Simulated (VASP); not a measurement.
Input of a VASP 6.6.1 run:

Contents of INCAR:

```
SYSTEM = W
PREC = Accurate
ENCUT = 520
EDIFF = 1E-6
ISMEAR = -1
SIGMA = 0.15
LREAL = .FALSE.
LASPH = .TRUE.
NELM = 100
ALGO = Normal
ISIF = 2
LWAVE = .FALSE.
LCHARG = .TRUE.
GGA = PE
LELF = .TRUE.
LVHAR = .TRUE.
NBANDS = 13
```

File KPOINTS:

```
regular mesh
0
G
  13 13 13
  0 0 0
```

POSCAR

```
W
1.0
   -1.6031677168      1.6031677168      1.6031677168
    1.6031677168     -1.6031677168      1.6031677168
    1.6031677168      1.6031677168     -1.6031677168
W
1
Direct
    0.0000000000      0.0000000000      0.0000000000
```

Potentials or basis: VASP PAW PBE potentials, release 64 (W_sv).

Run with:

```console
$ cat potpaw_PBE.64/W_sv/POTCAR > POTCAR
$ mpirun -np 1 vasp_std > vasp.out
```

(1) Predict the pressure.

(2) Predict the band gap on the k mesh.

Answers

(1) -5.9 GPa.

(2) zero (band 7 reaches 15.17 eV, above the bottom of band 8 at 9.72 eV).

Caveat: spin-orbit coupling is left out, which moves the levels of the heavy elements.
